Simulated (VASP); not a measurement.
# AgBr (Fm-3m) in VASP: a series of runs, part 2 of 2

VASP 6.6.1.

## (4) Electric field gradients, PBEsol (volume scaled by 0.94)

INCAR

```
SYSTEM = AgBr
PREC = Accurate ; ENCUT = 400
EDIFF = 1E-8 ; ISMEAR = -1
SIGMA = 0.02 ; LREAL = .False.
LASPH = .True. ; NELM = 120
ALGO = Normal ; ISIF = 2
LWAVE = .False. ; LCHARG = .False.
GGA = PS ; LEFG = .True.
NBANDS = 16 ; GGA_COMPAT = .False.
```

KPOINTS

```
regular mesh
0
Gamma
  7 7 7
  0 0 0
```

POSCAR

```
AgBr
1.0
    0.0000000000      2.8271344891      2.8271344891
    2.8271344891      0.0000000000      2.8271344891
    2.8271344891      2.8271344891      0.0000000000
Ag Br
1 1
Direct
    0.5000000000      0.5000000000      0.5000000000
    0.0000000000      0.0000000000      0.0000000000
```

Potentials or basis: VASP PAW PBE potentials, release 64 (Ag, Br).

On the command line:

```bash
cat potpaw_PBE.64/Ag/POTCAR potpaw_PBE.64/Br/POTCAR > POTCAR
mpirun -np 1 vasp_std > vasp.out
```

OUTCAR:

```text
SYSTEM = AgBr
   PREC = Accurate
   ENCUT = 400
   EDIFF = 1E-8
   ISMEAR = -1
   LREAL = .False.
   LASPH = .True.
   NELM = 120
   ISIF = 2
   GGA = PS

 ion  position               nearest neighbor table
   1  0.500  0.500  0.500-   2 2.83   2 2.83   2 2.83   2 2.83   2 2.83   2 2.83
   2  0.000  0.000  0.000-   1 2.83   1 2.83   1 2.83   1 2.83   1 2.83   1 2.83

  LATTYP: Found a face centered cubic cell.
 ALAT       =     5.6542689782

  Lattice vectors:

 A1 = (   0.0000000000,   2.8271344891,   2.8271344891)
 A2 = (   2.8271344891,   0.0000000000,   2.8271344891)
 A3 = (   2.8271344891,   2.8271344891,   0.0000000000)

Analysis of symmetry for initial positions (statically):
=====================================================================
 Subroutine PRICEL returns:
 Original cell was already a primitive cell.

 Routine SETGRP: Setting up the symmetry group for a
 face centered cubic supercell.

[... 562 lines left out ...]
      direct lattice vectors                 reciprocal lattice vectors
     0.000000000  2.827134489  2.827134489    -0.176857522  0.176857522  0.176857522
     2.827134489  0.000000000  2.827134489     0.176857522 -0.176857522  0.176857522
     2.827134489  2.827134489  0.000000000     0.176857522  0.176857522 -0.176857522

 POSITION                                       TOTAL-FORCE (eV/Angst)
 -----------------------------------------------------------------------------------
      2.82713      2.82713      2.82713         0.000000      0.000000      0.000000
      0.00000      0.00000      0.00000        -0.000000     -0.000000     -0.000000
 -----------------------------------------------------------------------------------
    total drift:                                0.000000      0.000000      0.000000

  FREE ENERGIE OF THE ION-ELECTRON SYSTEM (eV)
  ---------------------------------------------------
  free  energy   TOTEN  =        -5.6964584501 eV

  energy  without entropy=       -5.6964584403  energy(sigma->0) =       -5.69645845

 Electric field gradients (V/A^2)
---------------------------------------------------------------------
 ion       V_xx      V_yy      V_zz      V_xy      V_xz      V_yz
---------------------------------------------------------------------
   1       0.000    -0.000     0.000    -0.002    -0.002    -0.002
   2       0.000    -0.000     0.000    -0.000    -0.000    -0.000
---------------------------------------------------------------------

 Electric field gradients after diagonalization (V/A^2)
 (convention: |V_zz| > |V_xx| > |V_yy|)
----------------------------------------------------------------------
 ion       V_xx      V_yy      V_zz     asymmetry (V_yy - V_xx)/ V_zz
----------------------------------------------------------------------
   1       0.002     0.002    -0.003       0.000
   2       0.000     0.000    -0.000       0.000
----------------------------------------------------------------------

           NMR quadrupolar parameters

 Cq : quadrupolar parameter    Cq=e*Q*V_zz/h
 eta: asymmetry parameters     (V_yy - V_xx)/ V_zz
 Q  : nuclear electric quadrupole moment in mb (millibarn)
----------------------------------------------------------------------
 ion       Cq(MHz)       eta       Q (mb)
----------------------------------------------------------------------
   1      -0.000       0.000       1.000
   2      -0.000       0.000       1.000
----------------------------------------------------------------------
```

OSZICAR:

```text
N       E                     dE             d eps       ncg     rms          rms(c)
DAV:   1     0.761633014066E+02    0.76163E+02   -0.72689E+03   640   0.822E+02
DAV:   2    -0.372428526503E+01   -0.79888E+02   -0.73894E+02   784   0.192E+02
DAV:   3    -0.581880854645E+01   -0.20945E+01   -0.20901E+01   784   0.315E+01
DAV:   4    -0.582603579932E+01   -0.72273E-02   -0.72270E-02   824   0.213E+00
DAV:   5    -0.582609492480E+01   -0.59125E-04   -0.59126E-04   752   0.187E-01    0.718E+00
DAV:   6    -0.570067696794E+01    0.12542E+00   -0.26915E-01   768   0.711E+00    0.465E+00
DAV:   7    -0.569723506566E+01    0.34419E-02   -0.43944E-02   704   0.139E+00    0.186E+00
DAV:   8    -0.569650123654E+01    0.73383E-03   -0.27718E-03   776   0.514E-01    0.267E-01
DAV:   9    -0.569645168152E+01    0.49555E-04   -0.31396E-04   800   0.199E-01    0.441E-02
DAV:  10    -0.569645536952E+01   -0.36880E-05   -0.14672E-05   800   0.527E-02    0.181E-02
DAV:  11    -0.569645868502E+01   -0.33155E-05   -0.57636E-06   792   0.191E-02    0.617E-03
DAV:  12    -0.569645845871E+01    0.22631E-06   -0.38017E-07   736   0.586E-03    0.237E-03
DAV:  13    -0.569645845419E+01    0.45259E-08   -0.16980E-07   752   0.260E-03    0.689E-04
DAV:  14    -0.569645845009E+01    0.40966E-08   -0.15528E-09   464   0.316E-04
   1 F= -.56964585E+01 E0= -.56964584E+01  d E =-.978623E-08
```

stdout:

```text
POSCAR found type information on POSCAR AgBr
 POSCAR found :  2 types and       2 ions
 scaLAPACK will be used
 -----------------------------------------------------------------------------
|                                                                             |
|                                                                             |
|     You enforced a specific xc type in the INCAR file but a different       |
|     I HOPE YOU KNOW WHAT YOU ARE DOING!                                     |
|                                                                             |
 -----------------------------------------------------------------------------

 LDA part: xc-table for (Slater+PW92), standard interpolation
 POSCAR, INCAR and KPOINTS ok, starting setup
 FFT: planning ... GRIDC
 FFT: planning ... GRID_SOFT
 FFT: planning ... GRID
 WAVECAR not read
 entering main loop
ion   1

ion   2
```

Wall time 31 s (1 thread of Intel Xeon 8259CL, shared host); peak memory 0.15 GiB.

What came out:

* Free energy: -5.6965 eV
* Pressure: 0.4 GPa
* Band gap on the k mesh: 0.58 eV, indirect (least direct gap 2.61 eV)

Caveat: without QUAD_EFG the Cq values of the log hold for a quadrupole moment of 1 mb, not for the nuclei; the PAW data sets were made with another functional, which shifts forces and pressure a little. A k mesh can miss the band edges.

## (5) Electric field gradients, PBEsol (volume scaled by 0.98)

INCAR

```
SYSTEM = AgBr
PREC = Accurate
ENCUT = 400
EDIFF = 1E-8
ISMEAR = -1
SIGMA = 0.02
LREAL = .False.
LASPH = .True.
NELM = 120
ALGO = Normal
ISIF = 2
LWAVE = .False.
LCHARG = .False.
GGA = PS
LEFG = .True.
NBANDS = 16
GGA_COMPAT = .False.
```

KPOINTS is that of step 4.

POSCAR

```
AgBr
1.0
    0.0000000000      2.8666799533      2.8666799533
    2.8666799533      0.0000000000      2.8666799533
    2.8666799533      2.8666799533      0.0000000000
Ag Br
1 1
Direct
    0.5000000000      0.5000000000      0.5000000000
    0.0000000000      0.0000000000      0.0000000000
```

Potentials or basis: VASP PAW PBE potentials, release 64 (Ag, Br).

On the command line:

```bash
cat potpaw_PBE.64/Ag/POTCAR potpaw_PBE.64/Br/POTCAR > POTCAR
mpirun -np 1 vasp_std > vasp.out
```

OUTCAR:

```text
SYSTEM = AgBr
   PREC = Accurate
   ENCUT = 400
   EDIFF = 1E-8
   ISMEAR = -1
   LREAL = .False.
   LASPH = .True.
   NELM = 120
   ISIF = 2
   GGA = PS

 ion  position               nearest neighbor table
   1  0.500  0.500  0.500-   2 2.87   2 2.87   2 2.87   2 2.87   2 2.87   2 2.87
   2  0.000  0.000  0.000-   1 2.87   1 2.87   1 2.87   1 2.87   1 2.87   1 2.87

  LATTYP: Found a face centered cubic cell.
 ALAT       =     5.7333599066

  Lattice vectors:

 A1 = (   0.0000000000,   2.8666799533,   2.8666799533)
 A2 = (   2.8666799533,   0.0000000000,   2.8666799533)
 A3 = (   2.8666799533,   2.8666799533,   0.0000000000)

Analysis of symmetry for initial positions (statically):
=====================================================================
 Subroutine PRICEL returns:
 Original cell was already a primitive cell.

 Routine SETGRP: Setting up the symmetry group for a
 face centered cubic supercell.

 Subroutine GETGRP returns: Found 48 space group operations
 (whereof 48 operations were pure point group operations)
 out of a pool of 48 trial point group operations.

The static configuration has the point symmetry O_h .

Analysis of symmetry for dynamics (positions and initial velocities):
=====================================================================
 Subroutine PRICEL returns:
 Original cell was already a primitive cell.

 Routine SETGRP: Setting up the symmetry group for a
 face centered cubic supercell.

 Subroutine GETGRP returns: Found 48 space group operations
 (whereof 48 operations were pure point group operations)
 out of a pool of 48 trial point group operations.

The dynamic configuration has the point symmetry O_h .

 Subroutine INISYM returns: Found 48 space group operations
 (whereof 48 operations are pure point group operations),
 and found     1 'primitive' translations

----------------------------------------------------------------------------------------

                                     Primitive cell

  volume of cell :      47.1159

  direct lattice vectors                    reciprocal lattice vectors
     0.000000000  2.866679953  2.866679953    -0.174417796  0.174417796  0.174417796
     2.866679953  0.000000000  2.866679953     0.174417796 -0.174417796  0.174417796
     2.866679953  2.866679953  0.000000000     0.174417796  0.174417796 -0.174417796

  length of vectors
     4.054097669  4.054097669  4.054097669     0.302100485  0.302100485  0.302100485

  position of ions in fractional coordinates (direct lattice)
     0.500000000  0.500000000  0.500000000
     0.000000000  0.000000000  0.000000000

  ion indices of the primitive-cell ions
   primitive index   ion index
                 1           1
                 2           2

----------------------------------------------------------------------------------------

 KPOINTS: regular mesh

Automatic generation of k-mesh.
 Grid dimensions read from file:
 generate k-points for:    7    7    7

[... 64 lines left out ...]
   ISIF   =      2    stress and relaxation
   ISYM   =      2    0-nonsym 1-usesym 2-fastsym
   POTIM  = 0.5000    time-step for ionic-motion
   TEBEG  =    0.0;   TEEND  =   0.0 temperature during run
   PSTRESS=    0.0 pullay stress
   NELECT =      18.0000    total number of electrons
   NUPDOWN=      -1.0000    fix difference up-down
   EMIN   =  10.00;   EMAX   =-10.00  energy-range for DOS
   EFERMI =   0.00;   METHOD = LEGACY
   ISMEAR =    -1;   SIGMA  =   0.02  broadening in eV -4-tet -1-fermi 0-gaus
   EFERMI_NEDOS =   21; number of points for ismear=-14 and -15
   IALGO  =     38    algorithm
   IMIX   =      4    mixing-type and parameters
     AMIX     =   0.40;   BMIX     =  1.00
     AMIX_MAG =   1.60;   BMIX_MAG =  1.00
  volume/ion in A,a.u.               =      23.56       158.98
  Fermi-wavevector in a.u.,A,eV,Ry     =   1.187891  2.244788 19.198966  1.411084
  Thomas-Fermi vector in A             =   2.324032
   LORBIT       =      0    0 simple, 1 ext, 2 COOP (PROOUT), +10 PAW based schemes
   GGA     = PS    functional components
   LHFCALC =     F    Hartree Fock is set to
   AEXX    =    0.0000 exact exchange contribution
   IVDW    =     0    specifies the selected vdW correction
   LEPSILON=     F    determine dielectric tensor
   LRPA    =     F    only Hartree local field effects (RPA)
 non-spin polarized calculation
  energy-cutoff  :      400.00
  volume of cell :       47.12
 maximum number of plane-waves:       881
   NGX = 13   NGY = 13   NGZ = 13

 number of electron      18.0000000 magnetization

 Free energy of the ion-electron system (eV)
  ---------------------------------------------------
  ext. energy  EPLUGINS =         0.00000000
  ---------------------------------------------------
  free energy    TOTEN  =        -5.69047310 eV

  energy without entropy =       -5.69047309  energy(sigma->0) =       -5.69047309

 E-fermi :   3.7910     XC(G=0): -10.1056

 val. band max:        3.4699743395   @ k =   0.4286   0.0000   0.0000
 cond. band min:       4.0461250997   @ k =   0.0000   0.0000   0.0000
 fundamental gap:      0.5761507601
 Fermi energy:         3.7910174348

 k-point     1 :       0.0000    0.0000    0.0000
  band No.  band energies     occupation
      1     -11.5923      2.00000
      2       0.7055      2.00000
      3       0.7055      2.00000
      4       0.7064      2.00000
      5       0.7064      2.00000
      6       0.7064      2.00000
[... 357 lines left out ...]
      3      -0.5664      2.00000
      4      -0.4349      2.00000
      5       0.9855      2.00000
      6       1.0835      2.00000
[... 8 lines left out ...]
     15      16.2131      0.00000
     16      18.7697      0.00000

------------------------ aborting loop because EDIFF is reached ----------------------------------------

  FORCE on cell =-STRESS in cart. coord.  units (eV):
  Direction    XX          YY          ZZ          XY          YZ          ZX
  --------------------------------------------------------------------------------------
  -------------------------------------------------------------------------------------
  Total       -0.5012453     -0.5012453     -0.5012453      0.0000000      0.0000000     -0.0000000
  in kB      -17.0448542    -17.0448542    -17.0448542      0.0000000      0.0000000     -0.0000000
  external PRESSURE =     -17.0448542 kB  Pullay stress =       0.0000000 kB

 VOLUME and BASIS-vectors are now :
 -----------------------------------------------------------------------------
  energy-cutoff  :      400.00
  volume of cell :       47.12
      direct lattice vectors                 reciprocal lattice vectors
     0.000000000  2.866679953  2.866679953    -0.174417796  0.174417796  0.174417796
     2.866679953  0.000000000  2.866679953     0.174417796 -0.174417796  0.174417796
     2.866679953  2.866679953  0.000000000     0.174417796  0.174417796 -0.174417796

 POSITION                                       TOTAL-FORCE (eV/Angst)
 -----------------------------------------------------------------------------------
      2.86668      2.86668      2.86668        -0.000000      0.000000     -0.000000
      0.00000      0.00000      0.00000         0.000000     -0.000000      0.000000
 -----------------------------------------------------------------------------------
    total drift:                                0.000000      0.000000      0.000000

  FREE ENERGIE OF THE ION-ELECTRON SYSTEM (eV)
  ---------------------------------------------------
  free  energy   TOTEN  =        -5.6904730988 eV

  energy  without entropy=       -5.6904730883  energy(sigma->0) =       -5.69047309

 Electric field gradients (V/A^2)
---------------------------------------------------------------------
 ion       V_xx      V_yy      V_zz      V_xy      V_xz      V_yz
---------------------------------------------------------------------
   1      -0.000    -0.000    -0.000    -0.002    -0.002    -0.002
   2      -0.000    -0.000     0.000     0.000     0.000     0.000
---------------------------------------------------------------------

 Electric field gradients after diagonalization (V/A^2)
 (convention: |V_zz| > |V_xx| > |V_yy|)
----------------------------------------------------------------------
 ion       V_xx      V_yy      V_zz     asymmetry (V_yy - V_xx)/ V_zz
----------------------------------------------------------------------
   1       0.002     0.002    -0.003       0.000
   2      -0.000    -0.000     0.000       0.000
----------------------------------------------------------------------

           NMR quadrupolar parameters

 Cq : quadrupolar parameter    Cq=e*Q*V_zz/h
 eta: asymmetry parameters     (V_yy - V_xx)/ V_zz
 Q  : nuclear electric quadrupole moment in mb (millibarn)
----------------------------------------------------------------------
 ion       Cq(MHz)       eta       Q (mb)
----------------------------------------------------------------------
   1      -0.000       0.000       1.000
   2       0.000       0.000       1.000
----------------------------------------------------------------------
```

OSZICAR:

```text
N       E                     dE             d eps       ncg     rms          rms(c)
DAV:   1     0.732499104221E+02    0.73250E+02   -0.73141E+03   640   0.819E+02
DAV:   2    -0.372140363636E+01   -0.76971E+02   -0.71678E+02   808   0.185E+02
DAV:   3    -0.581277093649E+01   -0.20914E+01   -0.20877E+01   744   0.313E+01
DAV:   4    -0.581986971136E+01   -0.70988E-02   -0.70983E-02   848   0.214E+00
DAV:   5    -0.581992694986E+01   -0.57238E-04   -0.57239E-04   752   0.184E-01    0.639E+00
DAV:   6    -0.569454063850E+01    0.12539E+00   -0.26542E-01   792   0.701E+00    0.415E+00
DAV:   7    -0.569121652909E+01    0.33241E-02   -0.43810E-02   728   0.139E+00    0.176E+00
DAV:   8    -0.569050522990E+01    0.71130E-03   -0.30248E-03   792   0.532E-01    0.256E-01
DAV:   9    -0.569046514252E+01    0.40087E-04   -0.32452E-04   784   0.211E-01    0.429E-02
DAV:  10    -0.569047040806E+01   -0.52655E-05   -0.19787E-05   808   0.632E-02    0.195E-02
DAV:  11    -0.569047334715E+01   -0.29391E-05   -0.62461E-06   768   0.201E-02    0.572E-03
DAV:  12    -0.569047310899E+01    0.23816E-06   -0.55210E-07   752   0.642E-03    0.221E-03
DAV:  13    -0.569047310095E+01    0.80399E-08   -0.12819E-07   744   0.237E-03    0.608E-04
DAV:  14    -0.569047309875E+01    0.21978E-08   -0.66038E-09   512   0.485E-04
   1 F= -.56904731E+01 E0= -.56904731E+01  d E =-.104794E-07
```

stdout:

```text
POSCAR found type information on POSCAR AgBr
 POSCAR found :  2 types and       2 ions
 scaLAPACK will be used
 -----------------------------------------------------------------------------
|                                                                             |
|                                                                             |
|     You enforced a specific xc type in the INCAR file but a different       |
|     I HOPE YOU KNOW WHAT YOU ARE DOING!                                     |
|                                                                             |
 -----------------------------------------------------------------------------

 LDA part: xc-table for (Slater+PW92), standard interpolation
 POSCAR, INCAR and KPOINTS ok, starting setup
 FFT: planning ... GRIDC
 FFT: planning ... GRID_SOFT
 FFT: planning ... GRID
 WAVECAR not read
 entering main loop
ion   1

ion   2
```

It took 29 s on 1 thread of Intel Xeon 8259CL, shared host; peak memory 0.15 GiB.

What came out:

```
Free energy            : -5.6905 eV
Pressure               : -1.7 GPa
Band gap on the k mesh : 0.58 eV, indirect (least direct gap 2.46 eV)
```

Caveat: without QUAD_EFG the Cq values of the log hold for a quadrupole moment of 1 mb, not for the nuclei; the PAW data sets were made with another functional, which shifts forces and pressure a little.

## (6) Overview

| cell | gap on the mesh (eV) | pressure (GPa) |
| --- | --- | --- |
| a = 4.081 Å, angles 60.0°, 2 atoms | 0.58 | -2.5 |
| a = 3.998 Å, angles 60.0°, 2 atoms | 0.58 | 0.4 |
| a = 4.054 Å, angles 60.0°, 2 atoms | 0.58 | -1.7 |

Alike in all rows: task electric field gradients; level PBEsol; potentials or basis VASP PAW PBE potentials, release 64 (Ag, Br); no spin polarisation; k mesh 7 × 7 × 7; cutoff (eV) 400; smearing fermi-dirac 0.02 eV.

Caveats: the PAW data sets were made with another functional, which shifts forces and pressure a little.

Total energies depend on the potentials used, so only differences within one code and one set of settings carry meaning.
